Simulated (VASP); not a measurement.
# Si2Mo (I4/mmm) in VASP: a series of runs

Si2Mo is run at these levels: PBE; tasks: electric field gradients, single point.

All numbers are computed with VASP 6.6.1; they aren't measurements. Logs are shortened: lines on timing, memory, paths and dates and some standing lists are left out, and cuts for length are marked.

**1. The cell of the first run**

It takes space group I4/mmm (No. 139, tetragonal). The conventional cell has a = 3.200 Å, b = 3.200 Å, c = 7.861 Å, α = 90.00°, β = 90.00°, γ = 90.00°. Within 3.4 Å of Si (site symmetry 4mm) lie 9 Si at 2.61 to 3.20 Å and 5 Mo at 2.62 Å. Within 3.5 Å of Mo (site symmetry 4/mmm) lie 10 Si at 2.62 Å and 4 Mo at 3.20 Å.

**2. Electric field gradients, PBE**

The input, INCAR:

```
SYSTEM = Si2Mo
ALGO     = Normal         ! electronic algorithm
EDIFF    = 1E-8           ! SCF threshold, eV
ENCUT    = 400            ! plane-wave cutoff, eV
GGA      = PE             ! functional
GGA_COMPAT= .FALSE.      
ISIF     = 2              ! what is computed and relaxed
ISMEAR   = -1             ! smearing method
LASPH    = .TRUE.         ! aspherical terms in the spheres
LCHARG   = .FALSE.        ! write CHGCAR
LEFG     = .TRUE.       
LREAL    = .FALSE.        ! projectors in reciprocal space
LWAVE    = .FALSE.        ! write WAVECAR
NBANDS   = 18             ! bands
NELM     = 120            ! most SCF steps
PREC     = Accurate       ! precision mode
SIGMA    = 0.08           ! smearing width, eV
```

The input, KPOINTS:

```
k-points
0
G
  16 16 16
  0 0 0
```

The input, POSCAR:

```
Si2Mo
1.0
   -1.6000000000      1.6000000000      3.9305000000
    1.6000000000     -1.6000000000      3.9305000000
    1.6000000000      1.6000000000     -3.9305000000
Si Mo
2 1
Direct
    0.3330000000      0.3330000000      0.0000000000
    0.6670000000      0.6670000000      0.0000000000
    0.0000000000      0.0000000000      0.0000000000
```

Potentials or basis: VASP PAW PBE potentials, release 64 (Si, Mo_sv).

The run is started by

```
> cat potpaw_PBE.64/Si/POTCAR potpaw_PBE.64/Mo_sv/POTCAR > POTCAR
> mpirun -np 1 vasp_std > vasp.out
```

OUTCAR:

```text
SYSTEM = Si2Mo
   EDIFF = 1E-8
   ENCUT = 400
   GGA = PE
   ISIF = 2
   ISMEAR = -1
   LASPH = .TRUE.
   LREAL = .FALSE.
   NELM = 120
   PREC = Accurate

 ion  position               nearest neighbor table
   1  0.333  0.333  0.000-   2 2.61   2 2.61   2 2.61   2 2.61   3 2.62   3 2.62   3 2.62   3 2.62
                             3 2.62   2 2.63
   2  0.667  0.667  0.000-   1 2.61   1 2.61   1 2.61   1 2.61   3 2.62   3 2.62   3 2.62   3 2.62
                             3 2.62   1 2.63
   3  0.000  0.000  0.000-   2 2.62   1 2.62   2 2.62   1 2.62   2 2.62   1 2.62   1 2.62   2 2.62
                             1 2.62   2 2.62

  LATTYP: Found a body centered tetragonal cell.
 ALAT       =     3.2000000000
 C/A-ratio  =     2.4565625000

  Lattice vectors:

 A1 = (  -1.6000000000,   1.6000000000,   3.9305000000)
 A2 = (   1.6000000000,  -1.6000000000,   3.9305000000)
 A3 = (   1.6000000000,   1.6000000000,  -3.9305000000)

Analysis of symmetry for initial positions (statically):
=====================================================================
 Subroutine PRICEL returns:
 Original cell was already a primitive cell.

 Routine SETGRP: Setting up the symmetry group for a
 body centered tetragonal supercell.

 Subroutine GETGRP returns: Found 16 space group operations
 (whereof 16 operations were pure point group operations)
 out of a pool of 16 trial point group operations.

The static configuration has the point symmetry D_4h.

Analysis of symmetry for dynamics (positions and initial velocities):
=====================================================================
 Subroutine PRICEL returns:
 Original cell was already a primitive cell.

 Routine SETGRP: Setting up the symmetry group for a
 body centered tetragonal supercell.

 Subroutine GETGRP returns: Found 16 space group operations
 (whereof 16 operations were pure point group operations)
 out of a pool of 16 trial point group operations.

The dynamic configuration has the point symmetry D_4h.

 Subroutine INISYM returns: Found 16 space group operations
 (whereof 16 operations are pure point group operations),
 and found     1 'primitive' translations

----------------------------------------------------------------------------------------

                                     Primitive cell

  volume of cell :      40.2483

  direct lattice vectors                    reciprocal lattice vectors
    -1.600000000  1.600000000  3.930500000     0.000000000  0.312500000  0.127210279
     1.600000000 -1.600000000  3.930500000     0.312500000  0.000000000  0.127210279
     1.600000000  1.600000000 -3.930500000     0.312500000  0.312500000  0.000000000

  length of vectors
     4.535287229  4.535287229  4.535287229     0.337399918  0.337399918  0.441941738

  position of ions in fractional coordinates (direct lattice)
     0.333000000  0.333000000  0.000000000
     0.667000000  0.667000000  0.000000000
     0.000000000  0.000000000  0.000000000

  ion indices of the primitive-cell ions
   primitive index   ion index
                 1           1
                 2           2
                 3           3

----------------------------------------------------------------------------------------

 KPOINTS: k-points

Automatic generation of k-mesh.
 Grid dimensions read from file:
 generate k-points for:   16   16   16

 Generating k-lattice:

  Cartesian coordinates                     Fractional coordinates (reciprocal lattice)
     0.000000000  0.019531250  0.007950642     0.062500000  0.000000000 -0.000000000
     0.019531250  0.000000000  0.007950642     0.000000000  0.062500000 -0.000000000
     0.019531250  0.019531250  0.000000000     0.000000000  0.000000000  0.062500000

  Length of vectors
     0.021087495  0.021087495  0.027621359

  Shift w.r.t. Gamma in fractional coordinates (k-lattice)
     0.000000000  0.000000000  0.000000000

 Subroutine IBZKPT returns following result:
 ===========================================

 Found    349 irreducible k-points:

 Following reciprocal coordinates:
            Coordinates               Weight
  0.000000  0.000000  0.000000      1.000000
  0.062500  0.000000  0.000000      8.000000
  0.125000  0.000000  0.000000      8.000000
  0.187500  0.000000 -0.000000      8.000000
  0.250000  0.000000  0.000000      8.000000
  0.312500  0.000000  0.000000      8.000000
[... 16 lines left out ...]
 -0.125000  0.062500 -0.000000     16.000000
 -0.062500  0.062500  0.000000      4.000000
 [... further k-points ...]
   k-points           NKPTS =    349   k-points in BZ     NKDIM =    349   number of bands    NBANDS=     18
   number of dos      NEDOS =    301   number of ions     NIONS =      3
   total plane-waves  NPLWV =  27000
   dimension x,y,z NGX =    30 NGY =   30 NGZ =   30
   dimension x,y,z NGXF=    60 NGYF=   60 NGZF=   60
   ions per type =               2   1
   NGX,Y,Z   is equivalent  to a cutoff of  11.00, 11.00, 11.00 a.u.
   NGXF,Y,Z  is equivalent  to a cutoff of  21.99, 21.99, 21.99 a.u.
 SYSTEM =  Si2Mo
   PREC   = accura    normal or accurate (medium, high low for compatibility)
   ISTART =      0    job   : 0-new  1-cont  2-samecut
   ICHARG =      2    charge: 1-file 2-atom 10-const
   ISPIN  =      1    spin polarized calculation?
   LNONCOLLINEAR =      F non collinear calculations
   LSORBIT =      F    spin-orbit coupling
   LASPH  =      T    aspherical Exc in radial PAW
   ENCUT  =  400.0 eV  29.40 Ry    5.42 a.u.   7.40  7.40  7.40*2*pi/ulx,y,z
   NELM   =    120;   NELMIN=  2; NELMDL= -5     # of ELM steps
   EDIFF  = 0.1E-07   stopping-criterion for ELM
   LREAL  =      F    real-space projection
   EDIFFG = 0.1E-06   stopping-criterion for IOM
   NSW    =      0    number of steps for IOM
   IBRION =     -1    ionic relax: 0-MD 1-quasi-New 2-CG
   NFREE  =      0    steps in history (QN), initial steepest desc. (CG)
   ISIF   =      2    stress and relaxation
   ISYM   =      2    0-nonsym 1-usesym 2-fastsym
   POTIM  = 0.5000    time-step for ionic-motion
   TEBEG  =    0.0;   TEEND  =   0.0 temperature during run
   PSTRESS=    0.0 pullay stress
   NELECT =      22.0000    total number of electrons
   NUPDOWN=      -1.0000    fix difference up-down
   EMIN   =  10.00;   EMAX   =-10.00  energy-range for DOS
   EFERMI =   0.00;   METHOD = LEGACY
   ISMEAR =    -1;   SIGMA  =   0.08  broadening in eV -4-tet -1-fermi 0-gaus
   EFERMI_NEDOS =   21; number of points for ismear=-14 and -15
   IALGO  =     38    algorithm
   IMIX   =      4    mixing-type and parameters
     AMIX     =   0.40;   BMIX     =  1.00
     AMIX_MAG =   1.60;   BMIX_MAG =  1.00
  volume/ion in A,a.u.               =      13.42        90.54
  Fermi-wavevector in a.u.,A,eV,Ry     =   1.338546  2.529484 24.377614  1.791704
  Thomas-Fermi vector in A             =   2.467007
   LORBIT       =      0    0 simple, 1 ext, 2 COOP (PROOUT), +10 PAW based schemes
   GGA     = PE    functional components
   LHFCALC =     F    Hartree Fock is set to
   AEXX    =    0.0000 exact exchange contribution
   IVDW    =     0    specifies the selected vdW correction
   LEPSILON=     F    determine dielectric tensor
   LRPA    =     F    only Hartree local field effects (RPA)
 non-spin polarized calculation
  energy-cutoff  :      400.00
  volume of cell :       40.25
 maximum number of plane-waves:       761
 NGX is ok and might be reduce to    30
   NGX = 15   NGY = 15   NGZ = 15

 number of electron      21.9999999 magnetization

 Free energy of the ion-electron system (eV)
  ---------------------------------------------------
  ext. energy  EPLUGINS =         0.00000000
  ---------------------------------------------------
  free energy    TOTEN  =       -23.25264508 eV

  energy without entropy =      -23.24647834  energy(sigma->0) =      -23.24956171

 E-fermi :  12.2624     XC(G=0): -12.4280

 val. band max:       12.2526672496   @ k =  -0.1250  -0.1250   0.0625
 cond. band min:      12.2696434829   @ k =  -0.1875  -0.1875   0.1250
 fundamental gap:      0.0169762334
 Fermi energy:        12.2624245277

 k-point     1 :       0.0000    0.0000    0.0000
  band No.  band energies     occupation
      1     -48.4622      2.00000
      2     -22.6291      2.00000
      3     -22.5309      2.00000
      4     -22.5309      2.00000
      5      -1.1898      2.00000
      6       5.9297      2.00000
[... 10 lines left out ...]
     17      17.2940      0.00000
     18      17.2940      0.00000

 k-point     2 :       0.0625    0.0000    0.0000
  band No.  band energies     occupation
      1     -48.4615      2.00000
      2     -22.6283      2.00000
      3     -22.5406      2.00000
      4     -22.5300      2.00000
      5      -1.1188      2.00000
      6       5.9339      2.00000
[... 10 lines left out ...]
     17      17.3564      0.00000
     18      17.7504      0.00000

 k-point     3 :       0.1250    0.0000    0.0000
  band No.  band energies     occupation
      1     -48.4595      2.00000
      2     -22.6259      2.00000
      3     -22.5681      2.00000
      4     -22.5271      2.00000
      5      -0.9080      2.00000
      6       5.9277      2.00000
[... 10 lines left out ...]
     17      17.6880      0.00000
     18      18.7155      0.00000

 k-point     4 :       0.1875    0.0000   -0.0000
  band No.  band energies     occupation
      1     -48.4565      2.00000
      2     -22.6231      2.00000
      3     -22.6100      2.00000
      4     -22.5232      2.00000
      5      -0.5634      2.00000
      6       5.8376      2.00000
[... 375 lines left out ...]
      4     -22.5326      2.00000
      5      -0.5547      2.00000
      6       6.1272      2.00000
[... 10 lines left out ...]
     17      18.0990      0.00000
     18      19.9499      0.00000

 k-point    23 :      -0.1250    0.0625   -0.0000
  band No.  band energies     occupation
      1     -48.4588      2.00000
      2     -22.6243      2.00000
      3     -22.5673      2.00000
      4     -22.5368      2.00000
      5      -0.8791      2.00000
      6       6.1342      2.00000
[... 10 lines left out ...]
     17      17.7226      0.00000
     18      18.7313      0.00000

 k-point    24 :      -0.0625    0.0625    0.0000
  band No.  band energies     occupation
      1     -48.4608      2.00000
      2     -22.6271      2.00000
      3     -22.5402      2.00000
      4     -22.5391      2.00000
      5      -1.0688      2.00000
      6       6.0387      2.00000
[... 10 lines left out ...]
     17      17.5527      0.00000
     18      17.8594      0.00000

 [... further k-points ...]

------------------------ aborting loop because EDIFF is reached ----------------------------------------

  FORCE on cell =-STRESS in cart. coord.  units (eV):
  Direction    XX          YY          ZZ          XY          YZ          ZX
  --------------------------------------------------------------------------------------
  -------------------------------------------------------------------------------------
  Total        0.6037629      0.6037629      0.3117156      0.0000000      0.0000000      0.0000000
  in kB       24.0341767     24.0341767     12.4085581      0.0000000      0.0000000      0.0000000
  external PRESSURE =      20.1589705 kB  Pullay stress =       0.0000000 kB

 VOLUME and BASIS-vectors are now :
 -----------------------------------------------------------------------------
  energy-cutoff  :      400.00
  volume of cell :       40.25
      direct lattice vectors                 reciprocal lattice vectors
    -1.600000000  1.600000000  3.930500000     0.000000000  0.312500000  0.127210279
     1.600000000 -1.600000000  3.930500000     0.312500000  0.000000000  0.127210279
     1.600000000  1.600000000 -3.930500000     0.312500000  0.312500000  0.000000000

 POSITION                                       TOTAL-FORCE (eV/Angst)
 -----------------------------------------------------------------------------------
      0.00000      0.00000      2.61771         0.000000      0.000000      0.275015
      0.00000      0.00000      5.24329        -0.000000     -0.000000     -0.275015
      0.00000      0.00000      0.00000        -0.000000     -0.000000     -0.000000
 -----------------------------------------------------------------------------------
    total drift:                               -0.000000      0.000000     -0.000000

  FREE ENERGIE OF THE ION-ELECTRON SYSTEM (eV)
  ---------------------------------------------------
  free  energy   TOTEN  =       -23.2526450848 eV

  energy  without entropy=      -23.2464783399  energy(sigma->0) =      -23.24956171

 Electric field gradients (V/A^2)
---------------------------------------------------------------------
 ion       V_xx      V_yy      V_zz      V_xy      V_xz      V_yz
---------------------------------------------------------------------
   1       5.920     5.920   -11.840    -0.000    -0.000    -0.000
   2       5.920     5.920   -11.840    -0.000    -0.000    -0.000
   3      28.846    28.846   -57.692    -0.002    -0.001    -0.001
---------------------------------------------------------------------

 Electric field gradients after diagonalization (V/A^2)
 (convention: |V_zz| > |V_xx| > |V_yy|)
----------------------------------------------------------------------
 ion       V_xx      V_yy      V_zz     asymmetry (V_yy - V_xx)/ V_zz
----------------------------------------------------------------------
   1       5.920     5.920   -11.840       0.000
   2       5.920     5.920   -11.840       0.000
   3      28.848    28.844   -57.692       0.000
----------------------------------------------------------------------

           NMR quadrupolar parameters

 Cq : quadrupolar parameter    Cq=e*Q*V_zz/h
 eta: asymmetry parameters     (V_yy - V_xx)/ V_zz
 Q  : nuclear electric quadrupole moment in mb (millibarn)
----------------------------------------------------------------------
 ion       Cq(MHz)       eta       Q (mb)
----------------------------------------------------------------------
   1      -0.029       0.000       1.000
   2      -0.029       0.000       1.000
   3      -0.139       0.000       1.000
----------------------------------------------------------------------
```

Wall time 5.2 min (1 thread of Oxide Virtual Turin-like, shared host); peak memory 0.26 GiB.

What came out:

| Item | Value |
| --- | --- |
| Free energy | -23.2526 eV |
| Pressure | 2.0 GPa |
| Largest force | 0.275 eV/Å |
| Band gap on the k mesh | zero (bands 11 and 12 overlap by 1.04 eV) |
| Largest electric field gradient by atom | Si -11.8; Mo -57.7 V/Å² |

Forces in eV/Å, atoms in the order of the input:
```
Si   0.000  0.000  0.275
Si   0.000  0.000 -0.275
Mo   0.000  0.000  0.000
```

Stress tensor (GPa, compression positive):
```
2.40 0.00 0.00
0.00 2.40 0.00
0.00 0.00 1.24
```

Levels at points of the mesh, in eV from the Fermi level:
| k point | band 7 | band 8 | band 9 | band 10 | band 11 | band 12 | band 13 | band 14 | band 15 | band 16 |
| --- | --- | --- | --- | --- | --- | --- | --- | --- | --- | --- |
| (0.00, 0.00, 0.00) | -3.46 | -3.01 | -2.65 | -2.65 | 0.42 | 3.08 | 3.12 | 3.64 | 3.64 | 4.07 |
| (0.50, 0.00, 0.00) | -4.90 | -4.47 | -2.61 | -2.50 | -0.51 | 2.27 | 3.03 | 4.04 | 4.26 | 5.48 |
| (0.50, 0.50, 0.00) | -5.70 | -5.27 | -4.49 | -3.06 | -1.13 | 2.33 | 2.72 | 3.01 | 3.25 | 4.82 |
| (0.50, 0.50, 0.50) | -3.49 | -2.28 | -0.58 | -0.58 | -0.52 | -0.52 | 0.55 | 4.62 | 5.16 | 5.91 |

Electric field gradients, principal values (V/Å²):
| atom | least | middle | greatest (by size) |
| --- | --- | --- | --- |
| 1 Si | 5.920 | 5.920 | -11.840 |
| 2 Si | 5.920 | 5.920 | -11.840 |
| 3 Mo | 28.844 | 28.848 | -57.692 |

Caveat: without QUAD_EFG the Cq values of the log hold for a quadrupole moment of 1 mb, not for the nuclei.

(Continued in part 2 of 2.)
